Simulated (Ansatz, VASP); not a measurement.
Two plane-wave programs on Sn

The input INCAR:

```
SYSTEM = Sn
  ALGO = Fast
  EDIFF = 1E-6
  ENCUT = 520
  GGA = PS
  ISIF = 2
  ISMEAR = 0
  LASPH = .TRUE.
  LCHARG = .TRUE.
  LELF = .TRUE.
  LREAL = .FALSE.
  LVHAR = .TRUE.
  LWAVE = .FALSE.
  NBANDS = 21
  NELM = 60
  PREC = Accurate
  SIGMA = 0.15
```

The input KPOINTS:

```
k-points
0
G
  10 10 10
  0 0 0
```

POSCAR

```
Sn
1.0
    0.0876039628      3.2417115343      3.3280829434
    3.1053023067      0.0498829364      3.3658039698
    3.2310483523      3.4051786063     -0.0758631091
Sn
2
Direct
    0.5032964869      0.4620039549      0.4879919448
    0.7467035131      0.7879960451      0.7620080552
```

Input for Ansatz:

```yaml
crystal:
  lattice:
    - [0.0876039628, 3.2417115343, 3.3280829434]
    - [3.1053023067, 0.0498829364, 3.3658039698]
    - [3.2310483523, 3.4051786063, -0.0758631091]
  atoms:
    - { symbol: Sn, position: [0.5032964869, 0.4620039549, 0.4879919448] }
    - { symbol: Sn, position: [0.7467035131, 0.7879960451, 0.7620080552] }
basis:
  ecutwfc: 420
kpoints:
  mp_grid: { grid: [10, 10, 10] }
hamiltonian:
  xc: pbesol
scf:
  occupations: { method: gaussian, width: 0.15 }
output:
  forces: true
  stress: true
  eigenvalues: true
```

Change from the starting cell: all atoms moved at random, sigma 0.15 Å a component, cell strained at random, sigma 0.03.

Alike in both runs: task single point; functional PBEsol; k mesh 10 × 10 × 10; occupations gaussian, width 0.15 eV; no spin polarisation.

|  | VASP | Ansatz |
| --- | --- | --- |
| version | VASP 6.6.1 | Ansatz 0.2.0 |
| potentials or method | VASP PAW PBE potentials, release 64 (Sn_d), cutoff 520 eV | scalar-relativistic, plane waves, PAW |
| valence electrons in the cell | 28 | 28 |

```tsv
	VASP	Ansatz	Ansatz less VASP
gap on the k mesh at the Fermi level (eV)	none	none	-
pressure (GPa)	2.6	2.7	+0.11
traceless stress, the component that is largest in VASP (GPa)	-7.27	-7.28	-0.007
rms of the force components (eV/Å)	1.678	1.679	+0.0013
```

VASP's potentials were made for PBE, not for PBEsol. Atom by atom the forces differ by 0.002 eV/Å (rms over components). A gap of «none» marks a metal or a gap that the smearing closes.
